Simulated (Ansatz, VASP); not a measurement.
# One calculation of Cu5Mo, two programs

The input INCAR:

```
PREC = Accurate
ENCUT = 600
EDIFF = 1E-6
ISMEAR = 0
SIGMA = 0.1
LREAL = False
LASPH = True
NELM = 100
ALGO = Normal
ISIF = 3
LWAVE = False
LCHARG = False
GGA = PE
IBRION = 2
NSW = 90
EDIFFG = -0.04
```

Contents of KPOINTS:

```
regular mesh
0
Gamma
  6 6 4
```

The input POSCAR:

```
Cu5Mo
1.0
    5.0046579700      0.0000000000      0.0000000000
   -2.5023289900      4.3341609400      0.0000000000
    0.0000000000      0.0000000000      4.1091202500
Cu Mo
5 1
Direct
    0.5000000000      0.0000000000      0.5000000000
    0.5000000000      0.5000000000      0.5000000000
    0.0000000000      0.5000000000      0.5000000000
    0.3333333300      0.6666666700      0.0000000000
    0.6666666700      0.3333333300      0.0000000000
    0.0000000000      0.0000000000      0.0000000000
```

Input for Ansatz:

```yaml
crystal:
  lattice:
    - [5.00465797, 0.0, 0.0]
    - [-2.50232899, 4.33416094, 0.0]
    - [0.0, 0.0, 4.10912025]
  atoms:
    - { symbol: Cu, position: [0.5, 0.0, 0.5] }
    - { symbol: Cu, position: [0.5, 0.5, 0.5] }
    - { symbol: Cu, position: [0.0, 0.5, 0.5] }
    - { symbol: Cu, position: [0.33333333, 0.66666667, 0.0] }
    - { symbol: Cu, position: [0.66666667, 0.33333333, 0.0] }
    - { symbol: Mo, position: [0.0, 0.0, 0.0] }
basis:
  ecutwfc: 420
kpoints:
  mp_grid: { grid: [6, 6, 4] }
hamiltonian:
  xc: pbe
scf:
  occupations: { method: gaussian, width: 0.1 }
  lower_state_search: "off"
output:
  forces: true
  stress: true
  eigenvalues: true
relax:
  adjacent_minimum: "off"
  f_tol: 0.04
  max_steps: 70
  cell: { stress_tol: 0.4 }
```

Change from the starting cell: species swapped into the LuNi5 type (P6/mmm, No. 191).

Alike in both runs: task relaxation of cell and atoms; functional PBE; k mesh 6 × 6 × 4; occupations gaussian, width 0.1 eV; no spin polarisation.

|  | VASP | Ansatz |
| --- | --- | --- |
| version | VASP 6.6.1 | Ansatz 0.2.0 |
| potentials or method | VASP PAW PBE potentials, release 64 (Cu, Mo_sv), cutoff 600 eV | scalar-relativistic, plane waves, PAW |
| valence electrons in the cell | 69 | 109 |

```csv
,VASP,Ansatz,Ansatz less VASP
"gap on the k mesh at the Fermi level, each at its own relaxed structure (eV)",none,none,-
relaxed volume (Å³/atom),13.19,13.18,-0.013
relaxed cell length with the largest relative difference (Å),4.121,4.117,-0.0038
```

A gap of «none» marks a metal or a gap that the smearing closes. VASP's potentials hold 69 valence electrons a cell and Ansatz's 109, so a difference there can come from the potentials and not from the codes.

The k mesh is coarse, so the values compare programs but aren't converged.
